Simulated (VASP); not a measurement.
# N (Pa-3) in VASP: further runs

The runs below take N through single point, relaxation of cell and atoms, with revPBE.

Program: VASP 6.6.1. These are calculated values, not measurements. Logs are shortened: lines on timing, memory, paths and dates and some standing lists are left out, and cuts for length are marked.

## Step 1: The cell of the first run

Symmetry: Pa-3, No. 205, cubic system. Conventional cell: a = 6.874 Å, b = 6.874 Å, c = 6.874 Å, α = 90.00°, β = 90.00°, γ = 90.00°. N (site symmetry 3) has 1 N at 1.11 Å within 1.5 Å.

## Step 2: Single point, revPBE

Input file INCAR:

```
PREC     = Accurate       # precision mode
ENCUT    = 910            # plane-wave cutoff, eV
EDIFF    = 1E-6           # SCF threshold, eV
ISMEAR   = -1             # smearing method
SIGMA    = 0.05           # smearing width, eV
LREAL    = F              # projectors in reciprocal space
LASPH    = T              # aspherical terms in the spheres
NELM     = 120            # most SCF steps
ALGO     = Normal         # electronic algorithm
ISIF     = 2              # what is computed and relaxed
LWAVE    = F              # write WAVECAR
LCHARG   = F              # write CHGCAR
GGA      = RE             # functional
NBANDS   = 30             # bands
GGA_COMPAT= F
```

Input file KPOINTS:

```
regular mesh
0
Gamma
  3 3 3
```

Input file POSCAR:

```
N
1.0
    6.8744341547      0.0000000000      0.0000000000
    0.0000000000      6.8744341547      0.0000000000
    0.0000000000      0.0000000000      6.8744341547
N
8
Direct
    0.0464021691      0.0464021691      0.0464021691
    0.4535978309      0.9535978309      0.5464021691
    0.5464021691      0.4535978309      0.9535978309
    0.9535978309      0.5464021691      0.4535978309
    0.9535978309      0.9535978309      0.9535978309
    0.5464021691      0.0464021691      0.4535978309
    0.4535978309      0.5464021691      0.0464021691
    0.0464021691      0.4535978309      0.5464021691
```

Potentials or basis: VASP PAW PBE potentials, release 64 (N_h).

On the command line:

```bash
$ cat potpaw_PBE.64/N_h/POTCAR > POTCAR
$ mpirun -np 1 vasp_std > vasp.out
```

OUTCAR:

```text
PREC = Accurate
   ENCUT = 910
   EDIFF = 1E-6
   ISMEAR = -1
   LREAL = F
   LASPH = T
   NELM = 120
   ISIF = 2
   GGA = RE

 ion  position               nearest neighbor table
   1  0.046  0.046  0.046-   5 1.11
   2  0.454  0.954  0.546-   6 1.11
   3  0.546  0.454  0.954-   7 1.11
   4  0.954  0.546  0.454-   8 1.11
   5  0.954  0.954  0.954-   1 1.11
   6  0.546  0.046  0.454-   2 1.11
   7  0.454  0.546  0.046-   3 1.11
   8  0.046  0.454  0.546-   4 1.11

  LATTYP: Found a simple cubic cell.
 ALAT       =     6.8744341547

  Lattice vectors:

 A1 = (   6.8744341547,   0.0000000000,   0.0000000000)
 A2 = (   0.0000000000,   6.8744341547,   0.0000000000)
 A3 = (   0.0000000000,   0.0000000000,   6.8744341547)

Analysis of symmetry for initial positions (statically):
=====================================================================
 Subroutine PRICEL returns:
 Original cell was already a primitive cell.

 Routine SETGRP: Setting up the symmetry group for a
 simple cubic supercell.

 Subroutine GETGRP returns: Found 24 space group operations
 (whereof  6 operations were pure point group operations)
 out of a pool of 48 trial point group operations.

The static configuration has the point symmetry S_6 .
 The point group associated with its full space group is T_h .

Analysis of symmetry for dynamics (positions and initial velocities):
=====================================================================
 Subroutine PRICEL returns:
 Original cell was already a primitive cell.

 Routine SETGRP: Setting up the symmetry group for a
 simple cubic supercell.

 Subroutine GETGRP returns: Found 24 space group operations
 (whereof  6 operations were pure point group operations)
 out of a pool of 48 trial point group operations.

The dynamic configuration has the point symmetry S_6 .
 The point group associated with its full space group is T_h .

 Subroutine INISYM returns: Found 24 space group operations
 (whereof  6 operations are pure point group operations),
 and found     1 'primitive' translations

----------------------------------------------------------------------------------------

                                     Primitive cell

  volume of cell :     324.8709

  direct lattice vectors                    reciprocal lattice vectors
     6.874434155  0.000000000  0.000000000     0.145466518  0.000000000  0.000000000
     0.000000000  6.874434155  0.000000000     0.000000000  0.145466518  0.000000000
     0.000000000  0.000000000  6.874434155     0.000000000  0.000000000  0.145466518

  length of vectors
     6.874434155  6.874434155  6.874434155     0.145466518  0.145466518  0.145466518

  position of ions in fractional coordinates (direct lattice)
     0.046402169  0.046402169  0.046402169
     0.453597831  0.953597831  0.546402169
     0.546402169  0.453597831  0.953597831
     0.953597831  0.546402169  0.453597831
     0.953597831  0.953597831  0.953597831
     0.546402169  0.046402169  0.453597831
     0.453597831  0.546402169  0.046402169
     0.046402169  0.453597831  0.546402169

  ion indices of the primitive-cell ions
   primitive index   ion index
                 1           1
                 2           2
                 3           3
                 4           4
                 5           5
                 6           6
                 7           7
                 8           8

----------------------------------------------------------------------------------------

 KPOINTS: regular mesh

Automatic generation of k-mesh.
 Grid dimensions read from file:
 generate k-points for:    3    3    3

 Generating k-lattice:

  Cartesian coordinates                     Fractional coordinates (reciprocal lattice)
     0.048488839  0.000000000  0.000000000     0.333333333  0.000000000  0.000000000
     0.000000000  0.048488839  0.000000000     0.000000000  0.333333333  0.000000000
     0.000000000  0.000000000  0.048488839     0.000000000  0.000000000  0.333333333

  Length of vectors
     0.048488839  0.048488839  0.048488839

  Shift w.r.t. Gamma in fractional coordinates (k-lattice)
     0.000000000  0.000000000  0.000000000

 Subroutine IBZKPT returns following result:
 ===========================================

 Found      4 irreducible k-points:

 Following reciprocal coordinates:
            Coordinates               Weight
  0.000000  0.000000  0.000000      1.000000
  0.333333  0.000000  0.000000      6.000000
  0.333333  0.333333  0.000000     12.000000
  0.333333  0.333333  0.333333      8.000000
   k-points           NKPTS =      4   k-points in BZ     NKDIM =      4   number of bands    NBANDS=     30
   number of dos      NEDOS =    301   number of ions     NIONS =      8
   total plane-waves  NPLWV = 343000
   dimension x,y,z NGX =    70 NGY =   70 NGZ =   70
   dimension x,y,z NGXF=   140 NGYF=  140 NGZF=  140
   ions per type =               8
   NGX,Y,Z   is equivalent  to a cutoff of  16.93, 16.93, 16.93 a.u.
   NGXF,Y,Z  is equivalent  to a cutoff of  33.86, 33.86, 33.86 a.u.
 SYSTEM =  unknown system
   PREC   = accura    normal or accurate (medium, high low for compatibility)
   ISTART =      0    job   : 0-new  1-cont  2-samecut
   ICHARG =      2    charge: 1-file 2-atom 10-const
   ISPIN  =      1    spin polarized calculation?
   LNONCOLLINEAR =      F non collinear calculations
   LSORBIT =      F    spin-orbit coupling
   LASPH  =      T    aspherical Exc in radial PAW
   ENCUT  =  910.0 eV  66.88 Ry    8.18 a.u.  16.91 16.91 16.91*2*pi/ulx,y,z
   NELM   =    120;   NELMIN=  2; NELMDL= -5     # of ELM steps
   EDIFF  = 0.1E-05   stopping-criterion for ELM
   LREAL  =      F    real-space projection
   EDIFFG = 0.1E-04   stopping-criterion for IOM
   NSW    =      0    number of steps for IOM
   IBRION =     -1    ionic relax: 0-MD 1-quasi-New 2-CG
   NFREE  =      0    steps in history (QN), initial steepest desc. (CG)
   ISIF   =      2    stress and relaxation
   ISYM   =      2    0-nonsym 1-usesym 2-fastsym
   POTIM  = 0.5000    time-step for ionic-motion
   TEBEG  =    0.0;   TEEND  =   0.0 temperature during run
   PSTRESS=    0.0 pullay stress
   NELECT =      40.0000    total number of electrons
   NUPDOWN=      -1.0000    fix difference up-down
   EMIN   =  10.00;   EMAX   =-10.00  energy-range for DOS
   EFERMI =   0.00;   METHOD = LEGACY
   ISMEAR =    -1;   SIGMA  =   0.05  broadening in eV -4-tet -1-fermi 0-gaus
   EFERMI_NEDOS =   21; number of points for ismear=-14 and -15
   IALGO  =     38    algorithm
   IMIX   =      4    mixing-type and parameters
     AMIX     =   0.40;   BMIX     =  1.00
     AMIX_MAG =   1.60;   BMIX_MAG =  1.00
  volume/ion in A,a.u.               =      40.61       274.04
  Fermi-wavevector in a.u.,A,eV,Ry     =   0.814438  1.539064  9.024864  0.663309
  Thomas-Fermi vector in A             =   1.924345
   LORBIT       =      0    0 simple, 1 ext, 2 COOP (PROOUT), +10 PAW based schemes
   GGA     = RE    functional components
   LHFCALC =     F    Hartree Fock is set to
   AEXX    =    0.0000 exact exchange contribution
   IVDW    =     0    specifies the selected vdW correction
   LEPSILON=     F    determine dielectric tensor
   LRPA    =     F    only Hartree local field effects (RPA)
 non-spin polarized calculation
  energy-cutoff  :      910.00
  volume of cell :      324.87
 maximum number of plane-waves:     20296
 NGX is ok and might be reduce to    70
   NGX = 33   NGY = 33   NGZ = 33

 number of electron      40.0000000 magnetization

 Free energy of the ion-electron system (eV)
  ---------------------------------------------------
  ext. energy  EPLUGINS =         0.00000000
  ---------------------------------------------------
  free energy    TOTEN  =       -66.13167390 eV

  energy without entropy =      -66.13167390  energy(sigma->0) =      -66.13167390

 E-fermi :  -6.7224     XC(G=0):  -4.4848

 val. band max:       -8.0468691311   @ k =   0.3333   0.0000   0.0000
 cond. band min:      -0.0970043419   @ k =   0.0000   0.0000   0.0000
 fundamental gap:      7.9498647892
 Fermi energy:        -6.7224325137

 k-point     1 :       0.0000    0.0000    0.0000
  band No.  band energies     occupation
      1     -26.0331      2.00000
      2     -26.0284      2.00000
      3     -26.0284      2.00000
      4     -26.0284      2.00000
      5     -11.4695      2.00000
      6     -11.4695      2.00000
      7     -11.4695      2.00000
      8     -11.4499      2.00000
      9      -9.4208      2.00000
     10      -9.4208      2.00000
     11      -9.4208      2.00000
     12      -9.3766      2.00000
     13      -9.3766      2.00000
     14      -9.3443      2.00000
     15      -9.3443      2.00000
     16      -9.3443      2.00000
     17      -8.2650      2.00000
     18      -8.0486      2.00000
     19      -8.0486      2.00000
     20      -8.0486      2.00000
     21      -0.0970      0.00000
     22      -0.0970      0.00000
     23      -0.0970      0.00000
     24       0.2316      0.00000
     25       0.2316      0.00000
     26       0.2316      0.00000
     27       0.3292      0.00000
     28       0.3292      0.00000
     29       1.5847      0.00000
     30       3.8287      0.00000

 k-point     2 :       0.3333    0.0000    0.0000
  band No.  band energies     occupation
      1     -26.0320      2.00000
      2     -26.0296      2.00000
      3     -26.0284      2.00000
      4     -26.0284      2.00000
      5     -11.4695      2.00000
      6     -11.4695      2.00000
      7     -11.4648      2.00000
      8     -11.4550      2.00000
      9      -9.4132      2.00000
     10      -9.4107      2.00000
     11      -9.4098      2.00000
     12      -9.3886      2.00000
     13      -9.3693      2.00000
     14      -9.3620      2.00000
     15      -9.3579      2.00000
     16      -9.3531      2.00000
     17      -8.2039      2.00000
     18      -8.0964      2.00000
     19      -8.0469      2.00000
     20      -8.0469      2.00000
     21      -0.0390      0.00000
     22      -0.0360      0.00000
     23       0.0203      0.00000
     24       0.1960      0.00000
     25       0.1990      0.00000
     26       0.2400      0.00000
     27       0.2533      0.00000
     28       0.3021      0.00000
     29       1.8421      0.00000
     30       2.7073      0.00000

 k-point     3 :       0.3333    0.3333    0.0000
  band No.  band energies     occupation
      1     -26.0311      2.00000
      2     -26.0293      2.00000
      3     -26.0293      2.00000
      4     -26.0287      2.00000
      5     -11.4687      2.00000
      6     -11.4663      2.00000
      7     -11.4663      2.00000
      8     -11.4591      2.00000
      9      -9.4186      2.00000
     10      -9.4131      2.00000
     11      -9.3966      2.00000
     12      -9.3940      2.00000
     13      -9.3742      2.00000
     14      -9.3687      2.00000
     15      -9.3538      2.00000
     16      -9.3509      2.00000
     17      -8.1618      2.00000
     18      -8.0835      2.00000
     19      -8.0834      2.00000
     20      -8.0587      2.00000
     21       0.0215      0.00000
     22       0.0626      0.00000
     23       0.0634      0.00000
     24       0.1800      0.00000
     25       0.1994      0.00000
     26       0.2166      0.00000
     27       0.2297      0.00000
     28       0.2416      0.00000
     29       2.0907      0.00000
     30       2.9273      0.00000

 k-point     4 :       0.3333    0.3333    0.3333
  band No.  band energies     occupation
      1     -26.0305      2.00000
      2     -26.0293      2.00000
      3     -26.0293      2.00000
      4     -26.0293      2.00000
      5     -11.4671      2.00000
      6     -11.4671      2.00000
      7     -11.4668      2.00000
      8     -11.4622      2.00000
      9      -9.4250      2.00000
     10      -9.4133      2.00000
     11      -9.4133      2.00000
     12      -9.4067      2.00000
     13      -9.3587      2.00000
     14      -9.3587      2.00000
     15      -9.3448      2.00000
     16      -9.3448      2.00000
     17      -8.1361      2.00000
     18      -8.0848      2.00000
     19      -8.0848      2.00000
     20      -8.0839      2.00000
     21       0.0679      0.00000
     22       0.1136      0.00000
     23       0.1136      0.00000
     24       0.1565      0.00000
     25       0.1914      0.00000
     26       0.1914      0.00000
     27       0.2293      0.00000
     28       0.2293      0.00000
     29       2.3301      0.00000
     30       3.0479      0.00000

------------------------ aborting loop because EDIFF is reached ----------------------------------------

  FORCE on cell =-STRESS in cart. coord.  units (eV):
  Direction    XX          YY          ZZ          XY          YZ          ZX
  --------------------------------------------------------------------------------------
  -------------------------------------------------------------------------------------
  Total       -0.1610426     -0.1610426     -0.1610426      0.0000000      0.0000000     -0.0000000
  in kB       -0.7942195     -0.7942195     -0.7942195      0.0000000      0.0000000     -0.0000000
  external PRESSURE =      -0.7942195 kB  Pullay stress =       0.0000000 kB

 VOLUME and BASIS-vectors are now :
 -----------------------------------------------------------------------------
  energy-cutoff  :      910.00
  volume of cell :      324.87
      direct lattice vectors                 reciprocal lattice vectors
     6.874434155  0.000000000  0.000000000     0.145466518  0.000000000  0.000000000
     0.000000000  6.874434155  0.000000000     0.000000000  0.145466518  0.000000000
     0.000000000  0.000000000  6.874434155     0.000000000  0.000000000  0.145466518

 POSITION                                       TOTAL-FORCE (eV/Angst)
 -----------------------------------------------------------------------------------
      0.31899      0.31899      0.31899         0.029384      0.029384      0.029384
      3.11823      6.55545      3.75621        -0.029384     -0.029384      0.029384
      3.75621      3.11823      6.55545         0.029384     -0.029384     -0.029384
      6.55545      3.75621      3.11823        -0.029384      0.029384     -0.029384
      6.55545      6.55545      6.55545        -0.029384     -0.029384     -0.029384
      3.75621      0.31899      3.11823         0.029384      0.029384     -0.029384
      3.11823      3.75621      0.31899        -0.029384      0.029384      0.029384
      0.31899      3.11823      3.75621         0.029384     -0.029384      0.029384
 -----------------------------------------------------------------------------------
    total drift:                               -0.000000      0.000000      0.000000

  FREE ENERGIE OF THE ION-ELECTRON SYSTEM (eV)
  ---------------------------------------------------
  free  energy   TOTEN  =       -66.1316738982 eV

  energy  without entropy=      -66.1316738982  energy(sigma->0) =      -66.13167390
```

Run time: 59 s. Hardware: 1 thread of Intel Xeon 6975P-C (Granite Rapids), shared host; peak memory 0.64 GiB.

What came out:

* Free energy: -66.1317 eV
* Pressure: -0.1 GPa
* Largest force: 0.051 eV/Å
* Band gap on the k mesh: 7.95 eV

Forces on the atoms (eV/Å):
```
N    0.029  0.029  0.029
N   -0.029 -0.029  0.029
N    0.029 -0.029 -0.029
N   -0.029  0.029 -0.029
N   -0.029 -0.029 -0.029
N    0.029  0.029 -0.029
N   -0.029  0.029  0.029
N    0.029 -0.029  0.029
```

Caveat: the cutoff is under 1.25 times the usual one of these potentials, so pressure, stress and relaxed cells hold a basis-set (Pulay) error; this functional lacks dispersion, which holds the molecules together, so the pressure and a relaxed volume are unreliable; the PAW data sets were made with another functional, which shifts forces and pressure a little; an odd mesh through Γ misses points on the zone boundary, where band edges can lie.

## Step 3: Relaxation of cell and atoms, revPBE

This run uses another cell than the first one, of 22.47 Å³/atom.

Input file INCAR:

```
SYSTEM = N
PREC = Accurate
ENCUT = 910
EDIFF = 1E-7
ISMEAR = -1
SIGMA = 0.05
LREAL = .False.
LASPH = .True.
NELM = 120
ALGO = Normal
ISIF = 3
LWAVE = .False.
LCHARG = .False.
GGA = RE
IBRION = 2
NSW = 80
EDIFFG = -0.01
GGA_COMPAT = .False.
NELMIN = 4
```

Input file KPOINTS:

```
Automatic mesh
0
Gamma
  3 3 3
  0 0 0
```

Input file POSCAR:

```
N
1.0
    5.6440000000      0.0000000000      0.0000000000
    0.0000000000      5.6440000000      0.0000000000
    0.0000000000      0.0000000000      5.6440000000
N
8
Direct
    0.0540000000      0.0540000000      0.0540000000
    0.4460000000      0.9460000000      0.5540000000
    0.5540000000      0.4460000000      0.9460000000
    0.9460000000      0.5540000000      0.4460000000
    0.9460000000      0.9460000000      0.9460000000
    0.5540000000      0.0540000000      0.4460000000
    0.4460000000      0.5540000000      0.0540000000
    0.0540000000      0.4460000000      0.5540000000
```

Potentials or basis: VASP PAW PBE potentials, release 64 (N_h).

On the command line:

```bash
$ cat potpaw_PBE.64/N_h/POTCAR > POTCAR
$ mpirun -np 1 vasp_std > vasp.out
```

Wall time 6.3 min (1 thread of AMD EPYC 9R45 (Zen 5), shared host); peak memory 0.4 GiB.

Results (log left out):

```yaml
Free_energy: -65.9088 eV
Relaxed_volume: 25.48 Å³/atom
Relaxed_cell: a = 5.885 Å, b = 5.885 Å, c = 5.885 Å, α = 90.00°, β = 90.00°, γ = 90.00°
Space_group_after_relaxing_to_0.1_Å: Pa-3 (No. 205)
Pressure_after_relaxing: 0.0 GPa
Largest_force_after_relaxing: 0.005 eV/Å
Band_gap_on_the_k_mesh: 7.61 eV (least direct gap 7.62 eV)
```

Forces in eV/Å, atoms in the order of the input:
```
N    0.003  0.003  0.003
N   -0.003 -0.003  0.003
N    0.003 -0.003 -0.003
N   -0.003  0.003 -0.003
N   -0.003 -0.003 -0.003
N    0.003  0.003 -0.003
N   -0.003  0.003  0.003
N    0.003 -0.003  0.003
```

Final structure:
```
N
1.0
     5.88495    0.00000    0.00000
     0.00000    5.88495    0.00000
     0.00000    0.00000    5.88495
N
8
Direct
  0.05418 0.05418 0.05418
  0.44582 0.94582 0.55418
  0.55418 0.44582 0.94582
  0.94582 0.55418 0.44582
  0.94582 0.94582 0.94582
  0.55418 0.05418 0.44582
  0.44582 0.55418 0.05418
  0.05418 0.44582 0.55418
```

Levels at points of the mesh, in eV from the valence-band top:
```
           k point  band 18  band 19  band 20  band 21  band 22  band 23
(0.00, 0.00, 0.00)    -0.01    -0.01    -0.01     7.61     7.61     7.61
```

Caveat: the cutoff is under 1.25 times the usual one of these potentials, so pressure, stress and relaxed cells hold a basis-set (Pulay) error; this functional lacks dispersion, which holds the molecules together, so the pressure and a relaxed volume are unreliable; the PAW data sets were made with another functional, which shifts forces and pressure a little; an odd mesh through Γ misses points on the zone boundary, where band edges can lie.
